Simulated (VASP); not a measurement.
# ZnS (P3_221) in VASP: relaxation of cell and atoms with PBE

Aim: the relaxation of cell and atoms of ZnS with PBE.

Program: VASP 6.6.1. These are calculated values, not measurements. Logs are shortened: lines on timing, memory, paths and dates and some standing lists are left out, and cuts for length are marked.

## 1. The cell of the first run

The structure is trigonal, space group P3_221 (No. 154). Conventional cell: a = 6.078 Å, b = 6.078 Å, c = 3.692 Å, α = 90.00°, β = 90.00°, γ = 120.00°. Zn (site symmetry 2) has 4 S at 2.37 to 2.38 Å within 3.1 Å. Within 3.1 Å of S (site symmetry 2) lie 4 Zn at 2.37 to 2.38 Å.

## 2. Relaxation of cell and atoms, PBE

INCAR

```
ALGO     = Normal         # electronic algorithm
EDIFF    = 1E-6           # SCF threshold, eV
EDIFFG   = -0.01          # ionic threshold
ENCUT    = 600            # plane-wave cutoff, eV
GGA      = PE             # functional
IBRION   = 2              # ionic algorithm
ISIF     = 3              # what is computed and relaxed
ISMEAR   = 0              # smearing method
LASPH    = True           # aspherical terms in the spheres
LCHARG   = False          # write CHGCAR
LREAL    = False          # projectors in reciprocal space
LWAVE    = False          # write WAVECAR
NELM     = 80             # most SCF steps
NSW      = 100            # ionic steps
PREC     = Accurate       # precision mode
SIGMA    = 0.02           # smearing width, eV
```

KPOINTS

```
k-points
0
Gamma
  6 6 8
```

POSCAR

```
ZnS
1.0
    6.0779786868      0.0000000000      0.0000000000
   -3.0389893434      5.2636839464      0.0000000000
    0.0000000000      0.0000000000      3.6915056621
Zn S
3 3
Direct
    0.6141952087      0.0000000000      0.6666666667
    0.0000000000      0.6141952087      0.3333333333
    0.3858047913      0.3858047913      0.0000000000
    0.3670468035      0.0000000000      0.1666666667
    0.0000000000      0.3670468035      0.8333333333
    0.6329531965      0.6329531965      0.5000000000
```

Potentials or basis: VASP PAW PBE potentials, release 64 (Zn, S).

Run with:

```sh
cat potpaw_PBE.64/Zn/POTCAR potpaw_PBE.64/S/POTCAR > POTCAR
mpirun -np 1 vasp_std > vasp.out
```

OUTCAR:

```text
EDIFF = 1E-6
   EDIFFG = -0.01
   ENCUT = 600
   GGA = PE
   IBRION = 2
   ISIF = 3
   ISMEAR = 0
   LASPH = True
   LREAL = False
   NELM = 80
   NSW = 100
   PREC = Accurate

 ion  position               nearest neighbor table
   1  0.614  0.000  0.667-   5 2.37   6 2.37   4 2.38   4 2.38
   2  0.000  0.614  0.333-   4 2.37   6 2.37   5 2.38   5 2.38
   3  0.386  0.386  0.000-   4 2.37   5 2.37   6 2.38   6 2.38
   4  0.367  0.000  0.167-   2 2.37   3 2.37   1 2.38   1 2.38
   5  0.000  0.367  0.833-   1 2.37   3 2.37   2 2.38   2 2.38
   6  0.633  0.633  0.500-   1 2.37   2 2.37   3 2.38   3 2.38

  LATTYP: Found a hexagonal cell.
 ALAT       =     6.0779786868
 C/A-ratio  =     0.6073574542

  Lattice vectors:

 A1 = (   6.0779786868,   0.0000000000,   0.0000000000)
 A2 = (  -3.0389893434,   5.2636839464,   0.0000000000)
 A3 = (   0.0000000000,   0.0000000000,   3.6915056621)

Analysis of symmetry for initial positions (statically):
=====================================================================
 Subroutine PRICEL returns:
 Original cell was already a primitive cell.

 Routine SETGRP: Setting up the symmetry group for a
 hexagonal supercell.

 Subroutine GETGRP returns: Found  6 space group operations
 (whereof  2 operations were pure point group operations)
 out of a pool of 24 trial point group operations.

The static configuration has the point symmetry C_2 .
 The point group associated with its full space group is D_3 .

Analysis of symmetry for dynamics (positions and initial velocities):
=====================================================================
 Subroutine PRICEL returns:
 Original cell was already a primitive cell.

 Routine SETGRP: Setting up the symmetry group for a
 hexagonal supercell.

 Subroutine GETGRP returns: Found  6 space group operations
 (whereof  2 operations were pure point group operations)
 out of a pool of 24 trial point group operations.

The dynamic configuration has the point symmetry C_2 .
 The point group associated with its full space group is D_3 .

 Subroutine INISYM returns: Found  6 space group operations
 (whereof  2 operations are pure point group operations),
 and found     1 'primitive' translations

----------------------------------------------------------------------------------------
[... 107 lines left out ...]
   ISIF   =      3    stress and relaxation
   ISYM   =      2    0-nonsym 1-usesym 2-fastsym
   POTIM  = 0.5000    time-step for ionic-motion
   TEBEG  =    0.0;   TEEND  =   0.0 temperature during run
   PSTRESS=    0.0 pullay stress
   NELECT =      54.0000    total number of electrons
   NUPDOWN=      -1.0000    fix difference up-down
   EMIN   =  10.00;   EMAX   =-10.00  energy-range for DOS
   EFERMI =   0.00;   METHOD = LEGACY
   ISMEAR =     0;   SIGMA  =   0.02  broadening in eV -4-tet -1-fermi 0-gaus
   EFERMI_NEDOS =   21; number of points for ismear=-14 and -15
   IALGO  =     38    algorithm
   IMIX   =      4    mixing-type and parameters
     AMIX     =   0.40;   BMIX     =  1.00
     AMIX_MAG =   1.60;   BMIX_MAG =  1.00
  volume/ion in A,a.u.               =      19.68       132.83
  Fermi-wavevector in a.u.,A,eV,Ry     =   1.261213  2.383348 21.642233  1.590659
  Thomas-Fermi vector in A             =   2.394684
   LORBIT       =      0    0 simple, 1 ext, 2 COOP (PROOUT), +10 PAW based schemes
   GGA     = PE    functional components
   LHFCALC =     F    Hartree Fock is set to
   AEXX    =    0.0000 exact exchange contribution
   IVDW    =     0    specifies the selected vdW correction
   LEPSILON=     F    determine dielectric tensor
   LRPA    =     F    only Hartree local field effects (RPA)
 conjugate gradient relaxation of ions
 non-spin polarized calculation
 Gauss-broadening in eV      SIGMA  =   0.02
  energy-cutoff  :      600.00
  volume of cell :      118.10
 maximum number of plane-waves:      3978
 NGX is ok and might be reduce to    50
   NGX = 25   NGY = 25   NGZ = 15

--------------------------------------- Ionic step        1  -------------------------------------------

 number of electron      54.0000006 magnetization

 Free energy of the ion-electron system (eV)
  ---------------------------------------------------
  ext. energy  EPLUGINS =         0.00000000
  ---------------------------------------------------
  free energy    TOTEN  =       -19.84703359 eV

  energy without entropy =      -19.84703359  energy(sigma->0) =      -19.84703359

------------------------ aborting loop because EDIFF is reached ----------------------------------------

  FORCE on cell =-STRESS in cart. coord.  units (eV):
  Direction    XX          YY          ZZ          XY          YZ          ZX
  --------------------------------------------------------------------------------------
  -------------------------------------------------------------------------------------
  Total        0.1365794      0.1365794      0.3524426      0.0000000     -0.0000000      0.0000000
  in kB        1.8528631      1.8528631      4.7813047      0.0000000     -0.0000000      0.0000000
  external PRESSURE =       2.8290103 kB  Pullay stress =       0.0000000 kB
[... 187 lines left out ...]
--------------------------------------- Ionic step        6  -------------------------------------------

 number of electron      54.0000013 magnetization

 Free energy of the ion-electron system (eV)
  ---------------------------------------------------
  ext. energy  EPLUGINS =         0.00000000
  ---------------------------------------------------
  free energy    TOTEN  =       -19.84763798 eV

  energy without entropy =      -19.84763798  energy(sigma->0) =      -19.84763798

 E-fermi :   2.0859     XC(G=0):  -9.6696

 val. band max:        1.9992032858   @ k =   0.0000   0.0000   0.0000
 cond. band min:       3.8911483932   @ k =   0.0000   0.0000   0.0000
 fundamental gap:      1.8919451073
 Fermi energy:         2.0859410595

 k-point     1 :       0.0000    0.0000    0.0000
  band No.  band energies     occupation
      1     -11.0013      2.00000
      2      -9.7530      2.00000
      3      -9.7530      2.00000
      4      -4.2956      2.00000
      5      -4.2956      2.00000
      6      -4.0831      2.00000
[... 829 lines left out ...]
     31       7.2340      0.00000
     32       8.2337      0.00000

 [... further k-points ...]

------------------------ aborting loop because EDIFF is reached ----------------------------------------

  FORCE on cell =-STRESS in cart. coord.  units (eV):
  Direction    XX          YY          ZZ          XY          YZ          ZX
  --------------------------------------------------------------------------------------
  -------------------------------------------------------------------------------------
  Total        0.0073197      0.0073197      0.0387213      0.0000000     -0.0000000      0.0000000
  in kB        0.0989454      0.0989454      0.5234253      0.0000000     -0.0000000      0.0000000
  external PRESSURE =       0.2404387 kB  Pullay stress =       0.0000000 kB
[... 21 lines left out ...]
  FREE ENERGIE OF THE ION-ELECTRON SYSTEM (eV)
  ---------------------------------------------------
  free  energy   TOTEN  =       -19.8476379848 eV

  energy  without entropy=      -19.8476379848  energy(sigma->0) =      -19.84763798

 reached required accuracy - stopping structural energy minimisation
```

It took 4.5 min on 1 thread of Intel Xeon 6975P-C (Granite Rapids), shared host; peak memory 0.35 GiB.

Results:

```yaml
Free_energy: -19.8476 eV
Relaxed_volume: 19.75 Å³/atom
Relaxed_cell: a = 6.081 Å, b = 6.081 Å, c = 3.701 Å, α = 90.00°, β = 90.00°, γ = 120.00°
Space_group_after_relaxing_to_0.05_Å: P3_221 (No. 154)
Energy_gained_by_relaxing: 0.1 meV/atom
Ionic_steps: 6
Pressure_after_relaxing: 0.0 GPa
Largest_force_after_relaxing: 0.008 eV/Å
Band_gap_on_the_k_mesh: 1.89 eV, direct
```

Forces on the atoms (eV/Å):
```
Zn   0.008  0.000  0.000
Zn  -0.004  0.007  0.000
Zn  -0.004 -0.007  0.000
S    0.005  0.000  0.000
S   -0.002  0.004  0.000
S   -0.002 -0.004  0.000
```

Step by step:
```
step  energy change (eV)  largest force (eV/Å)  pressure (GPa)  volume (Å³)
   1              0.0000                0.0274            0.28       118.10
   2             -0.0005                0.0091           -0.12       118.70
   3             -0.0006                0.0109           -0.06       118.57
   4             -0.0006                0.0118            0.01       118.54
   5             -0.0006                0.0109           -0.01       118.56
   6             -0.0006                0.0085            0.02       118.52
```

Final structure:
```yaml
crystal:
  lattice:
    - [6.08140, 0.00000, 0.00000]
    - [-3.04070, 5.26665, 0.00000]
    - [0.00000, 0.00000, 3.70057]
  atoms:
    - { symbol: Zn, position: [0.61444, 0.00000, 0.66667] }
    - { symbol: Zn, position: [0.00000, 0.61444, 0.33333] }
    - { symbol: Zn, position: [0.38556, 0.38556, 0.00000] }
    - { symbol: S, position: [0.36693, 0.00000, 0.16667] }
    - { symbol: S, position: [0.00000, 0.36693, 0.83333] }
    - { symbol: S, position: [0.63307, 0.63307, 0.50000] }
```

Levels at points of the mesh, in eV from the valence-band top:
| k point | band 23 | band 24 | band 25 | band 26 | band 27 | band 28 | band 29 | band 30 | band 31 | band 32 |
| --- | --- | --- | --- | --- | --- | --- | --- | --- | --- | --- |
| (0.00, 0.00, 0.00) | -0.91 | -0.91 | 0.00 | 0.00 | 0.00 | 1.89 | 4.77 | 4.77 | 6.28 | 6.28 |
| (0.50, 0.00, 0.00) | -1.46 | -1.02 | -0.83 | -0.40 | -0.32 | 3.29 | 4.15 | 4.30 | 5.50 | 5.54 |
| (0.00, 0.00, 0.50) | -2.75 | -2.31 | -2.18 | -1.41 | -1.41 | 3.10 | 3.10 | 4.77 | 5.88 | 5.88 |
| (0.50, 0.00, 0.50) | -2.77 | -1.33 | -1.19 | -1.15 | -0.67 | 2.93 | 4.00 | 4.34 | 5.11 | 5.67 |
